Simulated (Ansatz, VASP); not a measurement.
ZnSn2N2 in VASP and in Ansatz

```
Zn Sn N
1.0
     3.16172   -3.34956    0.00000
     3.16172    3.34956    0.00000
     0.00000    0.00000    6.03527
Zn Sn N
1 2 2
Direct
  0.50000 0.50000 0.00000
  0.00000 0.00000 0.50000
  0.50000 0.50000 0.50000
  0.91671 0.08329 0.00000
  0.08329 0.91671 0.00000
```

Alike in both runs: task relaxation of cell and atoms; functional PBE; k mesh 4 × 4 × 4; occupations gaussian, width 0.1 eV; no spin polarisation.

|  | VASP | Ansatz |
| --- | --- | --- |
| version | VASP 6.6.1 | Ansatz 0.2.0 |
| potentials or method | VASP PAW PBE potentials, release 64 (Zn, Sn_d, N), cutoff 600 eV | scalar-relativistic, plane waves, PAW |
| valence electrons in the cell | 50 | 50 |

|  | VASP | Ansatz | Ansatz less VASP |
| --- | --- | --- | --- |
| gap on the k mesh at the Fermi level, each at its own relaxed structure (eV) | none | none | - |
| relaxed volume (Å³/atom) | 24.69 | 24.90 | +0.209 |
| relaxed length of the cell vector where the two differ most in proportion (Å) | 5.581 | 5.615 | +0.0336 |

A gap of «none» marks a metal or a gap that the smearing closes.

Noted on VASP's run: the standard files for N, O and F lose accuracy on very short bonds.
